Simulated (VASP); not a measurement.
# Hf in VASP: further runs

The runs below take Hf through single point, with PBE.

All numbers are computed with VASP 6.6.1; they aren't measurements. Logs are shortened: lines on timing, memory, paths and dates and some standing lists are left out, and cuts for length are marked.

## Step 1: The cell of the first run

The cell holds a slab with vacuum, 4 atoms: a = 3.203 Å, b = 3.203 Å, c = 14.399 Å, α = 90.00°, β = 90.00°, γ = 120.00°.

## Step 2: Single point, PBE

The input, INCAR:

```
  PREC = Accurate
  ENCUT = 520
  EDIFF = 1E-6
  ISMEAR = -1
  SIGMA = 0.1
  LREAL = False
  LASPH = True
  NELM = 100
  ALGO = Normal
  ISIF = 2
  LWAVE = False
  LCHARG = False
  LDIPOL = True
  IDIPOL = 3
  DIPOL = 0.5 0.5 0.500
  GGA = PE
  NBANDS = 28
```

The input, KPOINTS:

```
regular mesh
0
Gamma
  12 12 1
```

The input, POSCAR:

```
Hf
1.0
    3.2032284304      0.0000000000      0.0000000000
   -1.6016142152      2.7740771949      0.0000000000
    0.0000000000      0.0000000000     14.3990000000
Hf
4
Direct
    0.8333333333      0.1666666667      0.2430717250
    0.1666666667      0.8333333333      0.4074281208
    0.8333333333      0.1666666667      0.5925718939
    0.1666666667      0.8333333333      0.7569282750
```

Potentials or basis: VASP PAW PBE potentials, release 64 (Hf_pv).

Launch:

```bash
$ cat potpaw_PBE.64/Hf_pv/POTCAR > POTCAR
$ mpirun -np 1 vasp_std > vasp.out
```

OUTCAR:

```text
PREC = Accurate
   ENCUT = 520
   EDIFF = 1E-6
   ISMEAR = -1
   LREAL = False
   LASPH = True
   NELM = 100
   ISIF = 2
   GGA = PE

 ion  position               nearest neighbor table
   1  0.833  0.167  0.243-   2 3.00   2 3.00   2 3.00
   2  0.167  0.833  0.407-   1 3.00   1 3.00   1 3.00   3 3.24   3 3.24   3 3.24
   3  0.833  0.167  0.593-   4 3.00   4 3.00   4 3.00   2 3.24   2 3.24   2 3.24
   4  0.167  0.833  0.757-   3 3.00   3 3.00   3 3.00

  LATTYP: Found a hexagonal cell.
 ALAT       =     3.2032284304
 C/A-ratio  =     4.4951524104

  Lattice vectors:

 A1 = (   3.2032284304,   0.0000000000,   0.0000000000)
 A2 = (  -1.6016142152,   2.7740771949,   0.0000000000)
 A3 = (   0.0000000000,   0.0000000000,  14.3990000000)

Analysis of symmetry for initial positions (statically):
=====================================================================
 Subroutine PRICEL returns:
 Original cell was already a primitive cell.

 Routine SETGRP: Setting up the symmetry group for a
 hexagonal supercell.

 Subroutine GETGRP returns: Found 12 space group operations
 (whereof  4 operations were pure point group operations)
 out of a pool of 24 trial point group operations.

The static configuration has the point symmetry C_2h.
 The point group associated with its full space group is D_3d.

Analysis of symmetry for dynamics (positions and initial velocities):
=====================================================================
 Subroutine PRICEL returns:
 Original cell was already a primitive cell.

 Routine SETGRP: Setting up the symmetry group for a
 hexagonal supercell.

 Subroutine GETGRP returns: Found 12 space group operations
 (whereof  4 operations were pure point group operations)
 out of a pool of 24 trial point group operations.

The dynamic configuration has the point symmetry C_2h.
 The point group associated with its full space group is D_3d.

 Subroutine INISYM returns: Found 12 space group operations
 (whereof  4 operations are pure point group operations),
 and found     1 'primitive' translations

----------------------------------------------------------------------------------------

                                     Primitive cell

  volume of cell :     127.9496

  direct lattice vectors                    reciprocal lattice vectors
     3.203228430  0.000000000  0.000000000     0.312185041  0.180240118  0.000000000
    -1.601614215  2.774077195  0.000000000     0.000000000  0.360480235  0.000000000
     0.000000000  0.000000000 14.399000000     0.000000000  0.000000000  0.069449267

  length of vectors
     3.203228430  3.203228430 14.399000000     0.360480235  0.360480235  0.069449267

  position of ions in fractional coordinates (direct lattice)
     0.833333333  0.166666667  0.243071725
     0.166666667  0.833333333  0.407428121
     0.833333333  0.166666667  0.592571894
     0.166666667  0.833333333  0.756928275

  ion indices of the primitive-cell ions
   primitive index   ion index
                 1           1
                 2           2
                 3           3
                 4           4

----------------------------------------------------------------------------------------

 KPOINTS: regular mesh

Automatic generation of k-mesh.
 Grid dimensions read from file:
 generate k-points for:   12   12    1

 Generating k-lattice:

  Cartesian coordinates                     Fractional coordinates (reciprocal lattice)
     0.026015420  0.015020010  0.000000000     0.083333333  0.000000000  0.000000000
     0.000000000  0.030040020  0.000000000     0.000000000  0.083333333  0.000000000
     0.000000000  0.000000000  0.069449267     0.000000000  0.000000000  1.000000000

  Length of vectors
     0.030040020  0.030040020  0.069449267

  Shift w.r.t. Gamma in fractional coordinates (k-lattice)
     0.000000000  0.000000000  0.000000000

 Subroutine IBZKPT returns following result:
 ===========================================

 Found     19 irreducible k-points:

 Following reciprocal coordinates:
            Coordinates               Weight
  0.000000  0.000000  0.000000      1.000000
  0.083333  0.000000  0.000000      6.000000
  0.166667  0.000000  0.000000      6.000000
  0.250000  0.000000  0.000000      6.000000
  0.333333 -0.000000  0.000000      6.000000
  0.416667  0.000000  0.000000      6.000000
[... 11 lines left out ...]
  0.333333  0.250000  0.000000     12.000000
  0.333333  0.333333  0.000000      2.000000
   k-points           NKPTS =     19   k-points in BZ     NKDIM =     19   number of bands    NBANDS=     28
   number of dos      NEDOS =    301   number of ions     NIONS =      4
   total plane-waves  NPLWV =  62208
   dimension x,y,z NGX =    24 NGY =   24 NGZ =  108
   dimension x,y,z NGXF=    48 NGYF=   48 NGZF=  216
   ions per type =               4
   NGX,Y,Z   is equivalent  to a cutoff of  12.46, 12.46, 12.47 a.u.
   NGXF,Y,Z  is equivalent  to a cutoff of  24.91, 24.91, 24.94 a.u.
 SYSTEM =  unknown system
   PREC   = accura    normal or accurate (medium, high low for compatibility)
   ISTART =      0    job   : 0-new  1-cont  2-samecut
   ICHARG =      2    charge: 1-file 2-atom 10-const
   ISPIN  =      1    spin polarized calculation?
   LNONCOLLINEAR =      F non collinear calculations
   LSORBIT =      F    spin-orbit coupling
   LASPH  =      T    aspherical Exc in radial PAW
   ENCUT  =  520.0 eV  38.22 Ry    6.18 a.u.   5.96  5.96 26.77*2*pi/ulx,y,z
   NELM   =    100;   NELMIN=  2; NELMDL= -5     # of ELM steps
   EDIFF  = 0.1E-05   stopping-criterion for ELM
   LREAL  =      F    real-space projection
   EDIFFG = 0.1E-04   stopping-criterion for IOM
   NSW    =      0    number of steps for IOM
   IBRION =     -1    ionic relax: 0-MD 1-quasi-New 2-CG
   NFREE  =      0    steps in history (QN), initial steepest desc. (CG)
   ISIF   =      2    stress and relaxation
   ISYM   =      2    0-nonsym 1-usesym 2-fastsym
   POTIM  = 0.5000    time-step for ionic-motion
   TEBEG  =    0.0;   TEEND  =   0.0 temperature during run
   PSTRESS=    0.0 pullay stress
   NELECT =      40.0000    total number of electrons
   NUPDOWN=      -1.0000    fix difference up-down
   EMIN   =  10.00;   EMAX   =-10.00  energy-range for DOS
   EFERMI =   0.00;   METHOD = LEGACY
   ISMEAR =    -1;   SIGMA  =   0.10  broadening in eV -4-tet -1-fermi 0-gaus
   EFERMI_NEDOS =   21; number of points for ismear=-14 and -15
   IALGO  =     38    algorithm
   IMIX   =      4    mixing-type and parameters
     AMIX     =   0.40;   BMIX     =  1.00
     AMIX_MAG =   1.60;   BMIX_MAG =  1.00
  volume/ion in A,a.u.               =      31.99       215.86
  Fermi-wavevector in a.u.,A,eV,Ry     =   1.111088  2.099652 16.796626  1.234517
  Thomas-Fermi vector in A             =   2.247647
   LORBIT       =      0    0 simple, 1 ext, 2 COOP (PROOUT), +10 PAW based schemes
   GGA     = PE    functional components
   LHFCALC =     F    Hartree Fock is set to
   AEXX    =    0.0000 exact exchange contribution
   IVDW    =     0    specifies the selected vdW correction
   LEPSILON=     F    determine dielectric tensor
   LRPA    =     F    only Hartree local field effects (RPA)
 non-spin polarized calculation
  energy-cutoff  :      520.00
  volume of cell :      127.95
 maximum number of plane-waves:      3470
 NGX is ok and might be reduce to    24
   NGX = 11   NGY = 11   NGZ = 53

 number of electron      40.0000008 magnetization

 dipolmoment           0.000000      0.000000     -0.000001 electrons x Angstroem

 Free energy of the ion-electron system (eV)
  ---------------------------------------------------
  ext. energy  EPLUGINS =         0.00000000
  ---------------------------------------------------
  free energy    TOTEN  =       -37.88270486 eV

  energy without entropy =      -37.70322566  energy(sigma->0) =      -37.79296526

 E-fermi :   2.3176     XC(G=0):  -8.9088

 val. band max:        2.3085784843   @ k =   0.3333   0.2500   0.0000
 cond. band min:       2.3308587163   @ k =   0.1667   0.0833   0.0000
 fundamental gap:      0.0222802320
 Fermi energy:         2.3175633195

 k-point     1 :       0.0000    0.0000    0.0000
  band No.  band energies     occupation
      1     -28.7860      2.00000
      2     -28.7182      2.00000
      3     -28.1702      2.00000
      4     -28.1702      2.00000
      5     -28.1692      2.00000
      6     -28.1692      2.00000
[... 20 lines left out ...]
     27       3.9665      0.00000
     28       3.9873      0.00000

 k-point     2 :       0.0833    0.0000    0.0000
  band No.  band energies     occupation
      1     -28.7735      2.00000
      2     -28.7115      2.00000
      3     -28.2377      2.00000
      4     -28.2142      2.00000
      5     -28.1800      2.00000
      6     -28.1788      2.00000
[... 20 lines left out ...]
     27       3.9191      0.00000
     28       4.0415      0.00000

 k-point     3 :       0.1667    0.0000    0.0000
  band No.  band energies     occupation
      1     -28.7398      2.00000
      2     -28.6947      2.00000
      3     -28.3515      2.00000
      4     -28.3267      2.00000
      5     -28.2066      2.00000
      6     -28.2049      2.00000
[... 20 lines left out ...]
     27       4.1766      0.00000
     28       4.1828      0.00000

 k-point     4 :       0.2500    0.0000    0.0000
  band No.  band energies     occupation
      1     -28.6976      2.00000
      2     -28.6778      2.00000
      3     -28.4893      2.00000
      4     -28.4698      2.00000
      5     -28.2427      2.00000
      6     -28.2402      2.00000
[... 423 lines left out ...]
     27       5.2662      0.00000
     28       5.7221      0.00000

 k-point    18 :       0.3333    0.2500    0.0000
  band No.  band energies     occupation
      1     -28.6713      2.00000
      2     -28.6638      2.00000
      3     -28.6190      2.00000
      4     -28.6033      2.00000
      5     -28.5040      2.00000
      6     -28.4951      2.00000
[... 20 lines left out ...]
     27       5.4998      0.00000
     28       6.1411      0.00000

 k-point    19 :       0.3333    0.3333    0.0000
  band No.  band energies     occupation
      1     -28.6248      2.00000
      2     -28.6248      2.00000
      3     -28.5943      2.00000
      4     -28.5943      2.00000
      5     -28.5777      2.00000
      6     -28.5698      2.00000
[... 20 lines left out ...]
     27       5.6674      0.00000
     28       6.3053      0.00000

------------------------ aborting loop because EDIFF is reached ----------------------------------------

 vacuum level on the upper side and lower side of the slab       (xc-potential included)        -1.347        -1.347

  FORCE on cell =-STRESS in cart. coord.  units (eV):
  Direction    XX          YY          ZZ          XY          YZ          ZX
  --------------------------------------------------------------------------------------
  -------------------------------------------------------------------------------------
  Total       -1.1894066     -1.1894066     -0.2243829     -0.0000000      0.0000000     -0.0000000
  in kB      -14.8936847    -14.8936847     -2.8097104     -0.0000000      0.0000000     -0.0000000
  external PRESSURE =     -10.8656933 kB  Pullay stress =       0.0000000 kB

 VOLUME and BASIS-vectors are now :
 -----------------------------------------------------------------------------
  energy-cutoff  :      520.00
  volume of cell :      127.95
      direct lattice vectors                 reciprocal lattice vectors
     3.203228430  0.000000000  0.000000000     0.312185041  0.180240118  0.000000000
    -1.601614215  2.774077195  0.000000000     0.000000000  0.360480235  0.000000000
     0.000000000  0.000000000 14.399000000     0.000000000  0.000000000  0.069449267

 POSITION                                       TOTAL-FORCE (eV/Angst)
 -----------------------------------------------------------------------------------
      2.40242      0.46235      3.49999         0.000000     -0.000000      0.011278
     -0.80081      2.31173      5.86656         0.000000      0.000000      0.006607
      2.40242      0.46235      8.53244        -0.000000      0.000000     -0.006607
     -0.80081      2.31173     10.89901        -0.000000      0.000000     -0.011278
 -----------------------------------------------------------------------------------
    total drift:                               -0.000000     -0.000000     -0.000176

  FREE ENERGIE OF THE ION-ELECTRON SYSTEM (eV)
  ---------------------------------------------------
  free  energy   TOTEN  =       -37.8827048606 eV

  energy  without entropy=      -37.7032256577  energy(sigma->0) =      -37.79296526

 vacuum level on the upper side and lower side of the slab         5.256         5.256
```

It took 79 s on 1 thread of AMD EPYC 9R45 (Zen 5), shared host; peak memory 0.22 GiB.

Results:

- Free energy: -37.8827 eV
- Largest force: 0.011 eV/Å
- Band gap on the k mesh: zero (band 20 reaches 3.34 eV, above the bottom of band 21 at 1.82 eV)

Forces in eV/Å, atoms in the order of the input:
```
Hf   0.000  0.000  0.011
Hf   0.000  0.000  0.007
Hf   0.000  0.000 -0.007
Hf   0.000  0.000 -0.011
```

Caveat: spin-orbit coupling is left out, which moves the levels of the heavy elements.

## Step 3: Single point, PBE

This run uses another cell than the first one, of 52.45 Å³/atom, 1.640 times its volume.

The input, INCAR:

```
SYSTEM = Hf
ALGO = Normal ; DIPOL = 0.5 0.5 0.500
EDIFF = 1E-6 ; ENCUT = 520
GGA = PE ; IDIPOL = 3
ISIF = 2 ; ISMEAR = -1
LASPH = .True. ; LCHARG = .True.
LDIPOL = .True. ; LELF = .True.
LREAL = .False. ; LVACPOTAV = .True.
LVHAR = .True. ; LWAVE = .False.
NBANDS = 28 ; NELM = 80
PREC = Accurate ; SIGMA = 0.1
```

The input, KPOINTS:

```
k-points
0
Gamma
  12 12 1
  0 0 0
```

The input, POSCAR:

```
Hf
1.0
    3.2032284304      0.0000000000      0.0000000000
   -1.6016142152      2.7740771949      0.0000000000
    0.0000000000      0.0000000000     23.6094000000
Hf
4
Direct
    0.8333333330      0.1666666670      0.3388471831
    0.1666666670      0.8333333330      0.4462823946
    0.8333333330      0.1666666670      0.5537176054
    0.1666666670      0.8333333330      0.6611528169
```

Potentials or basis: VASP PAW PBE potentials, release 64 (Hf_pv).

Launch:

```bash
$ cat potpaw_PBE.64/Hf_pv/POTCAR > POTCAR
$ mpirun -np 1 vasp_std > vasp.out
```

Run time: 2.4 min. Hardware: 1 thread of AMD EPYC 9R45 (Zen 5), shared host; peak memory 0.31 GiB.

It converged, with:

- Free energy: -37.7432 eV
- Largest force: 0.821 eV/Å
- Band gap on the k mesh: zero (band 20 reaches 0.25 eV, above the bottom of band 21 at -0.70 eV)

Forces on the atoms (eV/Å):
```
Hf   0.000  0.000  0.614
Hf   0.000  0.000 -0.821
Hf   0.000  0.000  0.821
Hf   0.000  0.000 -0.614
```

Levels at points of the mesh, in eV from the Fermi level:
```tsv
k point	band 16	band 17	band 18	band 19	band 20	band 21	band 22	band 23	band 24	band 25
(0.00, 0.00, 0.00)	-3.81	-0.10	0.02	0.49	0.53	1.15	1.15	1.20	1.20	1.23
(0.50, 0.00, 0.00)	-2.60	-1.68	-1.20	-0.96	0.11	0.50	1.17	1.23	1.45	1.49
```

Caveat: spin-orbit coupling is left out, which moves the levels of the heavy elements.
